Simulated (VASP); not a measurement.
NaH:

```
Na H
1.0
     3.41517    0.00000    0.00000
    -1.70759    2.95763    0.00000
     0.00000    0.00000   11.15393
Na H
4 4
Direct
  0.00000 0.00000 0.00000
  0.33333 0.66667 0.25000
  0.00000 0.00000 0.50000
  0.66667 0.33333 0.75000
  0.66667 0.33333 0.12500
  0.66667 0.33333 0.37500
  0.33333 0.66667 0.62500
  0.33333 0.66667 0.87500
```

```yaml
Program: VASP 6.6.1
Task: relaxation of cell and atoms
Functional: PBE
Potentials_or_basis: VASP PAW PBE potentials, release 64 (Na_pv, H)
Cutoff: 600 eV
k_mesh: 9 × 9 × 3
Occupations: gaussian, width 0.02 eV
Spin: no spin polarisation
```

At the start: pressure 0.3 GPa; volume 14.08 Å³/atom.

Q: How do energy, volume and symmetry change on relaxing?

A: Over 6 steps the energy falls by 4.7 meV/atom and the volume is 14.18 Å³/atom (+0.7 %); space group P6_3/mmc (No. 194, to 0.1 Å) before and after.

The path:
```csv
step,energy change (eV),largest force (eV/Å),pressure (GPa),volume (Å³)
1,0.0000,0.1511,0.27,112.66
2,-0.0162,0.1188,0.18,113.05
3,-0.0369,0.0268,-0.09,114.17
4,-0.0369,0.0292,-0.08,114.14
5,-0.0372,0.0224,-0.05,113.95
6,-0.0375,0.0052,0.05,113.47
```

Final structure:
```yaml
crystal:
  lattice:
    - [3.37700, 0.00000, 0.00000]
    - [-1.68850, 2.92457, 0.00000]
    - [0.00000, 0.00000, 11.48944]
  atoms:
    - { symbol: Na, position: [0.00000, 0.00000, 0.00000] }
    - { symbol: Na, position: [0.33333, 0.66667, 0.25000] }
    - { symbol: Na, position: [0.00000, 0.00000, 0.50000] }
    - { symbol: Na, position: [0.66667, 0.33333, 0.75000] }
    - { symbol: H, position: [0.66667, 0.33333, 0.12178] }
    - { symbol: H, position: [0.66667, 0.33333, 0.37822] }
    - { symbol: H, position: [0.33333, 0.66667, 0.62178] }
    - { symbol: H, position: [0.33333, 0.66667, 0.87822] }
```
